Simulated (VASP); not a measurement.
# Al24N25 (a cell with a defect) in VASP: notebook, part 2 of 2

VASP 6.6.1. Earlier steps stand in the parts before.

### Step 3. Single point, PBE, collinear spin (with an interstitial atom, then relaxed in part)

The input, INCAR:

```
SYSTEM = Al24N25
PREC = Accurate
ENCUT = 520
EDIFF = 1E-6
ISMEAR = 0
SIGMA = 0.01
LREAL = Auto
LASPH = .TRUE.
NELM = 150
ALGO = Normal
ISIF = 2
LWAVE = .FALSE.
LCHARG = .FALSE.
ISPIN = 2
MAGMOM = 0 0 0 0 0 0 0 0.1 0 0.1 0.1 0 0.1 0 0 0 0.1 0 0.1 0 0 0 0 0 0 0 0 0 0 0 0 0 0 0 0 0 0 0 0 0 0 0 0 0.1 0.1 0 0.1 0 0.1
LORBIT = 11
GGA = PE
NBANDS = 132
KPAR = 2
NCORE = 2
```

The input, KPOINTS:

```
regular mesh
0
G
  2 2 2
  0 0 0
```

The input, POSCAR:

```
Al24N25
1.0
    6.2604168406      0.0000000000     -5.0180433216
   -3.1302084203     -5.4216800222     -5.0180433216
   -3.1302084203      5.4216800222     -5.0180433216
Al N
24 25
Direct
    0.1673449129      0.3377151669      0.0023970632
    0.3327220139      0.5026759753      0.6661481733
    0.0023970632      0.1673449129      0.3377151669
    0.8321529704      0.4900027863      0.1718719318
    0.4900027863      0.1718719318      0.8321529704
    0.6661481733      0.3327220139      0.5026759753
    0.3377151669      0.0023970632      0.1673449129
   -0.0009570927      0.6649481760      0.8313633311
    0.1718719318      0.8321529704      0.4900027863
    0.6649481760      0.8313633311     -0.0009570927
    0.8313633311     -0.0009570927      0.6649481760
    0.5026759753      0.6661481733      0.3327220139
    0.8350513997      0.1639896155      0.0004538197
    0.0003654561      0.3363725721      0.6655300322
    0.6655300322      0.0003654561      0.3363725721
    0.5007596479      0.3325082624      0.1680425635
    0.1639896155      0.0004538197      0.8350513997
    0.3325082624      0.1680425635      0.5007596479
    0.0004538197      0.8350513997      0.1639896155
    0.6675569823      0.4988469492      0.8341835160
    0.8341835160      0.6675569823      0.4988469492
    0.3363725721      0.6655300322      0.0003654561
    0.4988469492      0.8341835160      0.6675569823
    0.1680425635      0.5007596479      0.3325082624
    0.0433648306      0.2178687719      0.8710444845
    0.2063772262      0.3749483506      0.5388097488
    0.8710444845      0.0433648306      0.2178687719
    0.7059109253      0.3689418070      0.0398869164
    0.3689418070      0.0398869164      0.7059109253
    0.5388097488      0.2063772262      0.3749483506
    0.2178687719      0.8710444845      0.0433648306
    0.8716317051      0.5400172602      0.7044052928
    0.0398869164      0.7059109253      0.3689418070
    0.5400172602      0.7044052928      0.8716317051
    0.7044052928      0.8716317051      0.5400172602
    0.3749483506      0.5388097488      0.2063772262
    0.0410451296      0.3717294516      0.2090186220
    0.2065853102      0.5427755831      0.8730565865
    0.8730565865      0.2065853102      0.5427755831
    0.7065780936      0.5373985356      0.3747149878
    0.3717294516      0.2090186220      0.0410451296
    0.5373985356      0.3747149878      0.7065780936
    0.2090186220      0.0410451296      0.3717294516
    0.8671872822      0.6910331165      0.0418212978
    0.0418212978      0.8671872822      0.6910331165
    0.5427755831      0.8730565865      0.2065853102
    0.6910331165      0.0418212978      0.8671872822
    0.3747149878      0.7065780936      0.5373985356
    0.9423580147      0.9423580147      0.9423580147
```

Potentials or basis: VASP PAW PBE potentials, release 64 (Al, N).

Run with:

```sh
cat potpaw_PBE.64/Al/POTCAR potpaw_PBE.64/N/POTCAR > POTCAR
mpirun -np 4 vasp_std > vasp.out
```

OUTCAR:

```text
SYSTEM = Al24N25
   PREC = Accurate
   ENCUT = 520
   EDIFF = 1E-6
   ISMEAR = 0
   LREAL = Auto
   LASPH = .TRUE.
   NELM = 150
   ISIF = 2
   ISPIN = 2
   LORBIT = 11
   GGA = PE

 ion  position               nearest neighbor table
   1  0.167  0.338  0.002-  25 1.88  37 1.89  41 1.89  38 1.90  24 3.05  22 3.06   5 3.07  16 3.08
                             4 3.11   8 3.11  13 3.12  14 3.12  17 3.13   2 3.14   3 3.15   7 3.15
   2  0.333  0.503  0.666-  42 1.90  48 1.90  38 1.90  26 1.91  23 3.08   5 3.08  14 3.08  22 3.09
                            24 3.09  18 3.10  20 3.11   8 3.11   9 3.12  12 3.13   6 3.13   1 3.14
   3  0.002  0.167  0.338-  27 1.88  43 1.89  37 1.89  39 1.90  18 3.05  14 3.06   4 3.07  24 3.08
                             9 3.11  11 3.11  19 3.12  15 3.12  13 3.13   6 3.14   1 3.15   7 3.15
   4  0.832  0.490  0.172-  44 1.87  37 1.89  40 1.89  28 1.90  16 3.04  13 3.06   3 3.07   6 3.08
                            21 3.09  24 3.10   1 3.11  20 3.11  12 3.12  19 3.18  10 3.20   8 3.20
   5  0.490  0.172  0.832-  47 1.87  41 1.89  42 1.89  29 1.90  18 3.04  17 3.06   1 3.07   2 3.08
[... 1324 lines left out ...]
 -----------------------------------------------------------------------------------
    total drift:                                0.000000     -0.000000      0.031654

  FREE ENERGIE OF THE ION-ELECTRON SYSTEM (eV)
  ---------------------------------------------------
  free  energy   TOTEN  =      -358.2118600272 eV

  energy  without entropy=     -358.2118600272  energy(sigma->0) =     -358.21186003

 total charge

# of ion       s       p       d       tot
------------------------------------------
    1        0.368   0.438   0.000   0.806
    2        0.366   0.432   0.000   0.798
    3        0.368   0.438   0.000   0.806
    4        0.373   0.442   0.000   0.814
    5        0.373   0.442   0.000   0.814
    6        0.366   0.432   0.000   0.798
[... 41 lines left out ...]
   48        1.222   2.633   0.000   3.855
   49        1.352   2.295   0.000   3.647
--------------------------------------------------
tot         39.539  75.552   0.000 115.091

 magnetization (x)

# of ion       s       p       d       tot
------------------------------------------
    1        0.001   0.003   0.000   0.003
    2        0.000   0.000   0.000   0.000
    3        0.001   0.003   0.000   0.003
    4        0.006   0.015   0.000   0.021
    5        0.006   0.015   0.000   0.021
    6        0.000   0.000   0.000   0.000
[... 41 lines left out ...]
   48        0.000   0.004   0.000   0.004
   49        0.035   1.178   0.000   1.213
--------------------------------------------------
tot          0.119   2.135   0.000   2.254
```

OSZICAR:

```text
N       E                     dE             d eps       ncg     rms          rms(c)
DAV:   1     0.840757013236E+03    0.84076E+03   -0.92368E+04  2112   0.135E+03
DAV:   2    -0.322996265612E+03   -0.11638E+04   -0.11193E+04  2656   0.272E+02
DAV:   3    -0.410773082918E+03   -0.87777E+02   -0.86824E+02  2496   0.782E+01
DAV:   4    -0.412207874085E+03   -0.14348E+01   -0.14288E+01  2520   0.107E+01
DAV:   5    -0.412236090729E+03   -0.28217E-01   -0.28186E-01  2592   0.148E+00    0.417E+01
DAV:   6    -0.358038359188E+03    0.54198E+02   -0.23203E+02  2408   0.347E+01    0.156E+01
DAV:   7    -0.358203619257E+03   -0.16526E+00   -0.83159E+00  2488   0.841E+00    0.102E+01
DAV:   8    -0.358153390348E+03    0.50229E-01   -0.10882E+00  2452   0.332E+00    0.482E+00
DAV:   9    -0.358228927997E+03   -0.75538E-01   -0.36579E-01  2496   0.213E+00    0.155E+00
DAV:  10    -0.358204000997E+03    0.24927E-01   -0.10346E-01  2492   0.114E+00    0.652E-01
DAV:  11    -0.358209822953E+03   -0.58220E-02   -0.42249E-02  2432   0.530E-01    0.454E-01
DAV:  12    -0.358210721534E+03   -0.89858E-03   -0.34969E-03  2468   0.193E-01    0.273E-01
DAV:  13    -0.358211723657E+03   -0.10021E-02   -0.22053E-03  2424   0.142E-01    0.975E-02
DAV:  14    -0.358211842215E+03   -0.11856E-03   -0.32174E-04  2480   0.621E-02    0.376E-02
DAV:  15    -0.358211851896E+03   -0.96809E-05   -0.62297E-05  2520   0.248E-02    0.163E-02
DAV:  16    -0.358211858385E+03   -0.64893E-05   -0.24723E-05  2464   0.151E-02    0.782E-03
DAV:  17    -0.358211859497E+03   -0.11122E-05   -0.25252E-06  1920   0.575E-03    0.464E-03
DAV:  18    -0.358211860027E+03   -0.53008E-06   -0.11639E-06  1536   0.307E-03
   1 F= -.35821186E+03 E0= -.35821186E+03  d E =-.267503E-15  mag=     3.0002
```

stdout:

```text
POSCAR found type information on POSCAR AlN
 POSCAR found :  2 types and      49 ions
 scaLAPACK will be used
 LDA part: xc-table for (Slater+PW92), standard interpolation
 POSCAR, INCAR and KPOINTS ok, starting setup
 FFT: planning ... GRIDC
 FFT: planning ... GRID_SOFT
 FFT: planning ... GRID
 WAVECAR not read
 entering main loop
```

It took 9.6 min on 4 MPI ranks of Oxide Virtual Turin-like, shared host; peak memory 0.49 GiB.

Results:

```yaml
Free_energy: -358.2119 eV
Pressure: 2.9 GPa
Largest_force: 0.015 eV/Å
Band_gap_on_the_k_mesh: 1.11 eV
Net_moment: 3.00 μB per cell
Site_moments: Al +0.00, +0.02, -0.00 (each value once); N +0.10, +0.00, +0.01, +0.18, +1.21 (each value once) μB
Valence_electrons_inside_the_program's_atomic_spheres: Al 0.81, 0.80, 0.79, 0.77 (each value once); N 3.83, 3.85, 3.86, 3.81, 3.65 (each value once)
```

Forces in eV/Å, atoms in the order of the input:
```
Al   0.003  0.001  0.006
Al   0.001  0.004  0.000
Al   0.000 -0.003  0.006
Al   0.001 -0.006 -0.008
Al   0.005  0.004 -0.008
Al   0.003 -0.003  0.000
Al  -0.003  0.002  0.006
Al  -0.003 -0.003 -0.002
Al  -0.006  0.003 -0.008
Al   0.005 -0.001 -0.002
Al  -0.001  0.004 -0.002
Al  -0.004 -0.001  0.000
Al  -0.011 -0.007 -0.007
Al   0.001  0.004  0.006
Al   0.003 -0.003  0.006
Al  -0.003  0.000  0.003
Al   0.012 -0.006 -0.007
Al   0.002 -0.003  0.003
Al  -0.001  0.013 -0.007
Al  -0.001 -0.006  0.003
Al  -0.005  0.003  0.003
Al  -0.004 -0.001  0.006
Al   0.005  0.002  0.003
Al   0.001  0.003  0.003
N    0.000 -0.002 -0.002
N    0.001  0.000  0.001
N   -0.002  0.001 -0.002
N    0.002  0.004  0.004
N   -0.004  0.000  0.004
N   -0.001  0.000  0.001
N    0.002  0.001 -0.002
N   -0.001 -0.001  0.001
N    0.002 -0.004  0.004
N    0.001  0.000  0.001
N    0.000  0.001  0.001
N    0.000  0.001  0.001
N    0.000  0.002 -0.001
N    0.004  0.001 -0.006
N   -0.001 -0.004 -0.006
N    0.003  0.001  0.001
N   -0.002 -0.001 -0.001
N   -0.002  0.002  0.001
N    0.001 -0.001 -0.001
N    0.001  0.004  0.001
N    0.003 -0.003  0.001
N   -0.003  0.003 -0.006
N   -0.004 -0.001  0.001
N    0.000 -0.003  0.001
N    0.000  0.000  0.004
```

Levels at points of the mesh, in eV from the valence-band top:
Spin up:
| k point | band 96 | band 97 | band 98 | band 99 | band 100 | band 101 | band 102 | band 103 | band 104 | band 105 |
| --- | --- | --- | --- | --- | --- | --- | --- | --- | --- | --- |
| (0.00, 0.00, 0.00) | -0.96 | -0.75 | -0.14 | -0.14 | -0.13 | 3.46 | 5.00 | 5.00 | 5.02 | 5.14 |
| (0.50, 0.00, 0.00) | -1.06 | -0.98 | -0.22 | -0.11 | 0.00 | 4.73 | 4.73 | 4.84 | 4.96 | 5.06 |
| (0.50, 0.50, 0.00) | -1.12 | -1.11 | -0.22 | -0.06 | -0.03 | 4.75 | 4.82 | 4.88 | 4.92 | 4.99 |
| (0.50, 0.50, 0.50) | -1.19 | -1.19 | -0.07 | -0.07 | -0.06 | 4.60 | 4.60 | 4.60 | 4.65 | 4.71 |
Spin down:
```
           k point  band 93  band 94  band 95  band 96  band 97  band 98  band 99  band 100  band 101  band 102
(0.00, 0.00, 0.00)    -1.30    -1.10    -0.90    -0.90    -0.67     1.21     1.21      1.43      3.50      5.03
(0.50, 0.00, 0.00)    -1.19    -1.08    -1.06    -0.99    -0.92     1.14     1.24      1.50      4.76      4.78
(0.50, 0.50, 0.00)    -1.20    -1.11    -1.08    -1.06    -1.03     1.11     1.25      1.51      4.78      4.84
(0.50, 0.50, 0.50)    -1.17    -1.17    -1.16    -1.12    -1.12     1.22     1.22      1.48      4.61      4.61
```

Caveat: the cell differs from its parent crystal (with an interstitial atom, then relaxed in part).
